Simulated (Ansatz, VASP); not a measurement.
## One calculation of PIr2, two programs

File INCAR:

```
ALGO = Normal
EDIFF = 1E-7
ENCUT = 520
GGA = CA
ISIF = 2
ISMEAR = -1
LASPH = True
LCHARG = False
LREAL = False
LWAVE = False
NBANDS = 18
NELM = 80
PREC = Accurate
SIGMA = 0.05
```

File KPOINTS:

```
k-points
0
Gamma
  11 11 11
```

POSCAR

```
PIr2
1.0
    0.0000000000      2.7489256148      2.7489256148
    2.7489256148      0.0000000000      2.7489256148
    2.7489256148      2.7489256148      0.0000000000
P Ir
1 2
Direct
    0.0000000000      0.0000000000      0.0000000000
    0.2500000000      0.2500000000      0.2500000000
    0.7500000000      0.7500000000      0.7500000000
```

Input for Ansatz:

```yaml
crystal:
  lattice:
    - [0.0, 2.7489256148, 2.7489256148]
    - [2.7489256148, 0.0, 2.7489256148]
    - [2.7489256148, 2.7489256148, 0.0]
  atoms:
    - { symbol: P, position: [0.0, 0.0, 0.0] }
    - { symbol: Ir, position: [0.25, 0.25, 0.25] }
    - { symbol: Ir, position: [0.75, 0.75, 0.75] }
kpoints:
  mp_grid: { grid: [11, 11, 11] }
  band_path:
    path:
      - [0.0, 0.0, 0.0]
      - [0.5, 0.0, 0.5]
      - [0.625, 0.25, 0.625]
      - [0.375, 0.375, 0.75]
      - [0.0, 0.0, 0.0]
      - [0.5, 0.5, 0.5]
      - [0.5, 0.25, 0.75]
      - [0.5, 0.0, 0.5]
    npoints: 5
scf:
  occupations: { method: fermi_dirac, width: 0.05 }
hamiltonian:
  xc: lda
  pseudopotentials: { kind: all_electron, lapw: { basis_error: 0.001 } }
output:
  forces: true
  stress: true
  eigenvalues: true
```

Change from the starting cell: volume scaled by 0.98.

Alike in both runs: task single point; functional LDA; k mesh 11 × 11 × 11; occupations fermi-dirac, width 0.05 eV; no spin polarisation.

|  | VASP | Ansatz |
| --- | --- | --- |
| version | VASP 6.6.1 | Ansatz 0.2.0 |
| potentials or method | VASP PAW LDA potentials, release 64 (P, Ir), cutoff 520 eV | all-electron LAPW, scalar-relativistic |

|  | VASP | Ansatz | Ansatz less VASP |
| --- | --- | --- | --- |
| pressure (GPa) | 3.5 | 1.4 | -2.03 |

LDA's correlation is that of Perdew and Zunger in VASP and of Perdew and Wang (1992) in Ansatz. Ansatz ran all-electron here, and VASP with PAW potentials.

Neither program's run includes spin-orbit coupling.
